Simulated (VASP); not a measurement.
Wanted: the native input for a VASP 6.6.1 run.

- Task: single point
- Functional: PBE
- Potentials or basis: VASP PAW PBE potentials, release 64 (Li_sv, N, B)
- Cutoff: 520 eV
- k mesh: 8 × 9 × 4
- Occupations: methfessel-paxton, width 0.1495 eV
- Spin: no spin polarisation
- Dipole correction: no
- Further INCAR settings: ALGO = Normal; EDIFF = 1e-07; NBANDS = 20

The structure of LiBN lies in POSCAR:

```
LiBN
1.0
    3.2157690000      0.0000000000      0.0000000000
    0.0000000000      2.7977810000      0.0000000000
    0.0000000000      0.0000000000      6.7979600000
Li N B
2 2 2
Direct
    0.0000000000      0.5000000000      0.0950000000
    0.5000000000      0.0000000000      0.9050000000
    0.0000000000      0.0000000000      0.9650000000
    0.5000000000      0.5000000000      0.0350000000
    0.0000000000      0.0000000000      0.3500000000
    0.5000000000      0.5000000000      0.6500000000
```

These files were run (other wordings do the same):

INCAR

```
PREC = Accurate
ENCUT = 520
EDIFF = 1E-7
ISMEAR = 1
SIGMA = 0.1495
LREAL = F
LASPH = T
NELM = 60
ALGO = Normal
ISIF = 2
LWAVE = F
LCHARG = F
GGA = PE
NBANDS = 20
```

KPOINTS

```
regular mesh
0
Gamma
  8 9 4
```

Potentials or basis: VASP PAW PBE potentials, release 64 (Li_sv, N, B).

Command:

```console
$ cat potpaw_PBE.64/Li_sv/POTCAR potpaw_PBE.64/N/POTCAR potpaw_PBE.64/B/POTCAR > POTCAR
$ mpirun -np 1 vasp_std > vasp.out
```

It gave:

```json
{
  "Largest force": "3.749 eV/Å",
  "Band gap on the k mesh": "zero (bands 11 and 12 overlap by 2.57 eV)"
}
```

Caveat: forces of over 1 eV/Å act on the atoms, so gaps and moduli don't describe the material at rest.

Wall time 53 s on 1 thread of Intel(R) Xeon(R) Platinum 8488C (Sapphire Rapids) (shared host), peak memory 0.22 GiB.
